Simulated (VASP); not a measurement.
SiC, 2 atoms in the cell. It takes space group F-43m (No. 216, cubic). The conventional cell has a = 4.272 Å, b = 4.272 Å, c = 4.272 Å, α = 90.00°, β = 90.00°, γ = 90.00°. Within 2.5 Å of Si (site symmetry -43m) lie 4 C at 1.85 Å. C (site symmetry -43m) has 4 Si at 1.85 Å within 2.5 Å. 

| Property | Result |
| --- | --- |
| Program | VASP 6.6.1 |
| Task | phonons |
| Functional | r2SCAN |
| Potentials or basis | VASP PAW PBE potentials, release 64 (Si, C) |
| Cutoff | 520 eV |
| k mesh | 10 × 10 × 10 |
| Occupations | gaussian, width 0.01 eV |
| Spin | no spin polarisation |
| Dipole correction | no |
| Further INCAR settings | ALGO = Normal; EDIFF = 1e-08; IBRION = 6; POTIM = 0.015; NSW = 1 |

Potentials or basis: VASP PAW PBE potentials, release 64 (Si, C).

Run with:

```bash
$ cat potpaw_PBE.64/Si/POTCAR potpaw_PBE.64/C/POTCAR > POTCAR
$ mpirun -np 1 vasp_std > vasp.out
```

Hardware: 1 thread of Intel(R) Xeon(R) Platinum 8259CL CPU @ 2.50GHz (Skylake/Cascade Lake), with other jobs on the host.

Q: Estimate the wall time of this run.

A: Run time: 5.4 min on 1 thread of Intel(R) Xeon(R) Platinum 8259CL CPU @ 2.50GHz (Skylake/Cascade Lake), on a shared host, peak memory 0.18 GiB. Counts: scf iterations 64, k points 47.
